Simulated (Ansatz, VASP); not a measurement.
**Two plane-wave programs on Na**

The input INCAR:

```
SYSTEM = Na
ALGO = Normal ; EDIFF = 1E-6
ENCUT = 520 ; GGA = PS
ISIF = 2 ; ISMEAR = 0
LASPH = .True. ; LCHARG = .False.
LREAL = .False. ; LWAVE = .False.
NBANDS = 14 ; NELM = 60
PREC = Accurate ; SIGMA = 0.15
```

KPOINTS

```
k-points
0
Gamma
  12 12 8
  0 0 0
```

File POSCAR:

```
Na
1.0
    3.7670009976      0.0000000000      0.0000000000
   -1.8835004988      3.2623185600      0.0000000000
    0.0000000000      0.0000000000      6.3078500000
Na
2
Direct
    0.3333333333      0.6666666667      0.2500000000
    0.6666666667      0.3333333333      0.7500000000
```

Input for Ansatz:

```yaml
crystal:
  lattice:
    - [3.7670009976, 0.0, 0.0]
    - [-1.8835004988, 3.26231856, 0.0]
    - [0.0, 0.0, 6.30785]
  atoms:
    - { symbol: Na, position: [0.3333333333, 0.6666666667, 0.25] }
    - { symbol: Na, position: [0.6666666667, 0.3333333333, 0.75] }
basis:
  ecutwfc: 420
kpoints:
  mp_grid: { grid: [12, 12, 8] }
hamiltonian:
  xc: pbesol
scf:
  occupations: { method: gaussian, width: 0.15 }
output:
  forces: true
  stress: true
  eigenvalues: true
```

Change from the starting cell: strain +0.000 along x and y, +0.025 along z, atoms carried along.

Alike in both runs: task single point; functional PBEsol; k mesh 12 × 12 × 8; occupations gaussian, width 0.15 eV; no spin polarisation.

|  | VASP | Ansatz |
| --- | --- | --- |
| version | VASP 6.6.1 | Ansatz 0.2.0 |
| potentials or method | VASP PAW PBE potentials, release 64 (Na_pv), cutoff 520 eV | scalar-relativistic, plane waves, PAW |
| valence electrons in the cell | 14 | 18 |

|  | VASP | Ansatz | Ansatz less VASP |
| --- | --- | --- | --- |
| gap on the k mesh at the Fermi level (eV) | none | none | - |
| pressure (GPa) | -0.4 | -0.4 | -0.03 |
| traceless stress, the component that is largest in VASP (GPa) | -0.26 | -0.26 | +0.004 |

VASP's potentials were made for PBE, not for PBEsol. A gap of «none» marks a metal or a gap that the smearing closes. With one functional, cell and mesh, what is left measures potentials, basis and numerics. VASP's potentials hold 14 valence electrons a cell and Ansatz's 18, so a difference there can come from the potentials and not from the codes.
